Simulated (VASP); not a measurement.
Here is a VASP 6.6.1 calculation.

POSCAR

```
PtS2
1.0
    7.1052481869      0.0000000000      0.0000000000
   -3.5526240935      6.1533254301      0.0000000000
    0.0000000000      0.0000000000      5.1228306381
Pt S
4 8
Direct
   -0.0022231906     -0.0012633819     -0.0001343008
    0.0009994234      0.5006648901      0.0033776248
    0.4987616596      0.0003632182      0.0013623328
    0.5029191580      0.5008608817     -0.0003982173
    0.1635766206      0.3261199205      0.2395331969
    0.3318110100      0.1662741572      0.7525402014
    0.1657477606      0.8319025311      0.2339374624
    0.3353261858      0.6735699334      0.7550803986
    0.6646934398      0.3302701967      0.2369045720
    0.8360272932      0.1677319056      0.7611489185
    0.6684338908      0.8382028642      0.2398986199
    0.8316024062      0.6621219772      0.7553552466
```

INCAR.step1

```
PREC = Accurate
ENCUT = 520
ISMEAR = -1
SIGMA = 0.02
LREAL = False
LASPH = True
NELM = 80
NBANDS = 56
GGA = PE
ALGO = Normal
EDIFF = 1E-4
LWAVE = True
LCHARG = False
```

Contents of INCAR.step2:

```
PREC = Accurate
ENCUT = 520
EDIFF = 1E-7
ISMEAR = -1
SIGMA = 0.02
LREAL = False
LASPH = True
NELM = 80
ALGO = Normal
ISIF = 2
LWAVE = False
LCHARG = False
METAGGA = R2SCAN
LMIXTAU = True
NBANDS = 56
ISTART = 1
```

KPOINTS

```
regular mesh
0
Gamma
  3 3 4
```

Potentials or basis: VASP PAW PBE potentials, release 64 (Pt, S).

Launch:

```sh
$ cat potpaw_PBE.64/Pt/POTCAR potpaw_PBE.64/S/POTCAR > POTCAR
$ cp INCAR.step1 INCAR
$ mpirun -np 1 vasp_std > vasp.out
$ cp INCAR.step2 INCAR
$ mpirun -np 1 vasp_std > vasp.out
```

Question: What does it give for the band gap on the k mesh?

Answer: 0.90 eV.

Question: Predict the largest force.

Answer: 0.677 eV/Å.

Question: What does it give for the pressure?

Answer: 0.8 GPa.

Forces in eV/Å, atoms in the order of the input:
```
Pt   0.314 -0.071 -0.457
Pt   0.088 -0.271 -0.507
Pt   0.124  0.158 -0.495
Pt  -0.565 -0.126 -0.187
S    0.116  0.550 -0.081
S    0.056  0.052  0.490
S   -0.107  0.123  0.287
S    0.168 -0.495  0.430
S    0.008  0.243  0.120
S   -0.245  0.009  0.101
S    0.024 -0.415 -0.060
S    0.019  0.244  0.357
```

Caveat: the PAW data sets were made with another functional, which shifts forces and pressure a little; spin-orbit coupling is left out, which moves the levels of the heavy elements. A k mesh can miss the band edges.
